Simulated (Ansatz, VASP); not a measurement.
Two plane-wave programs on SiC5

```
CELL_PARAMETERS angstrom
0.00000 3.07300 3.07300
3.07300 0.00000 3.07300
3.07300 3.07300 0.00000
ATOMIC_POSITIONS crystal
Si 0.00000 0.00000 0.00000
C 0.75000 0.75000 0.75000
C 0.33992 0.33992 0.98024
C 0.33992 0.98024 0.33992
C 0.98024 0.33992 0.33992
C 0.33992 0.33992 0.33992
```

Change from the starting cell: species swapped into the ZrNi5 type (F-43m, No. 216).

Alike in both runs: functional PBE; k mesh 4 × 4 × 4; occupations gaussian, width 0.1 eV; no spin polarisation.

Ansatz relaxed the structure, and its values are those at the end. VASP's run is a single point on that final structure, the one shown.

```csv
,VASP,Ansatz
version,VASP 6.6.1,Ansatz 0.2.0
potentials or method,"VASP PAW PBE potentials, release 64 (Si, C), cutoff 520 eV","scalar-relativistic, plane waves, PAW"
valence electrons in the cell,24,24
```

Ansatz gave:

- gap on the k mesh at the Fermi level (eV): none
- pressure (GPa): -0.3
- rms of the force components (eV/Å): 0.004

Task: Estimate VASP's values.

Result: gap on the k mesh at the Fermi level (eV): none; pressure (GPa): 0.2; rms of the force components (eV/Å): 0.063.

A gap of «none» marks a metal or a gap that the smearing closes.

The k mesh is coarse, so the values compare programs but aren't converged.
